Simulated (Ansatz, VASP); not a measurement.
**Two plane-wave programs on Y2CF2**

The input INCAR:

```
  PREC = Accurate
  ENCUT = 520
  EDIFF = 1E-6
  ISMEAR = -1
  SIGMA = 0.02
  LREAL = False
  LASPH = True
  NELM = 60
  ALGO = Normal
  ISIF = 2
  LWAVE = False
  LCHARG = False
  GGA = PE
  NBANDS = 28
```

File KPOINTS:

```
Automatic mesh
0
Gamma
  12 12 4
```

File POSCAR:

```
Y2CF2
1.0
    3.6642918298      0.0000000000      0.0000000000
   -1.8321459149      3.1733698115      0.0000000000
    0.0000000000      0.0000000000      6.3208771579
Y C F
2 1 2
Direct
    0.3333333333      0.6666666667      0.2141676581
    0.6666666667      0.3333333333      0.7858323419
    0.0000000000      0.0000000000      0.0000000000
    0.3333333333      0.6666666667      0.6126078578
    0.6666666667      0.3333333333      0.3873921422
```

Input for Ansatz:

```yaml
crystal:
  lattice:
    - [3.6642918298, 0.0, 0.0]
    - [-1.8321459149, 3.1733698115, 0.0]
    - [0.0, 0.0, 6.3208771579]
  atoms:
    - { symbol: "Y", position: [0.3333333333, 0.6666666667, 0.2141676581] }
    - { symbol: "Y", position: [0.6666666667, 0.3333333333, 0.7858323419] }
    - { symbol: C, position: [0.0, 0.0, 0.0] }
    - { symbol: F, position: [0.3333333333, 0.6666666667, 0.6126078578] }
    - { symbol: F, position: [0.6666666667, 0.3333333333, 0.3873921422] }
kpoints:
  mp_grid: { grid: [12, 12, 4] }
  band_path:
    path:
      - [[0.0, 0.0, 0.0], [0.5, -3.835074837417e-17, 1.026202611233e-32], [0.3333333333333, 0.3333333333333, 1.370172720677e-32], [0.0, 0.0, 0.0], [-6.142964987543e-50, -5.212200171958e-49, 0.5], [0.5, -3.835074837417e-17, 0.5], [0.3333333333333, 0.3333333333333, 0.5], [-6.142964987543e-50, -5.212200171958e-49, 0.5]]
      - [[0.5, -3.835074837417e-17, 0.5], [0.5, -3.835074837417e-17, 1.026202611233e-32]]
      - [[0.3333333333333, 0.3333333333333, 0.5], [0.3333333333333, 0.3333333333333, 1.370172720677e-32]]
    npoints: 10
hamiltonian:
  xc: pbe
scf:
  occupations: { method: fermi_dirac, width: 0.02 }
  n_extra_bands: 5
output:
  forces: true
  stress: true
  eigenvalues: true
```

Alike in both runs: task single point; functional PBE; k mesh 12 × 12 × 4; occupations fermi-dirac, width 0.02 eV; no spin polarisation.

|  | VASP | Ansatz |
| --- | --- | --- |
| version | VASP 6.6.1 | Ansatz 0.2.0 |
| potentials or method | VASP PAW PBE potentials, release 64 (Y_sv, C, F) | plane waves, PAW |
| plane-wave cutoff (eV) | 520 | 420 |
| valence electrons in the cell | 40 | 40 |

```tsv
	VASP	Ansatz	Ansatz less VASP
gap on the k mesh at the Fermi level (eV)	1.14	1.14	+0.003
pressure (GPa)	1.6	1.8	+0.15
traceless stress, the component that is largest in VASP (GPa)	0.65	0.68	+0.032
rms of the force components (eV/Å)	0.080	0.077	-0.0034
```

Atom by atom the forces differ by 0.004 eV/Å (rms over components). With one functional, cell and mesh, what is left measures potentials, basis and numerics.
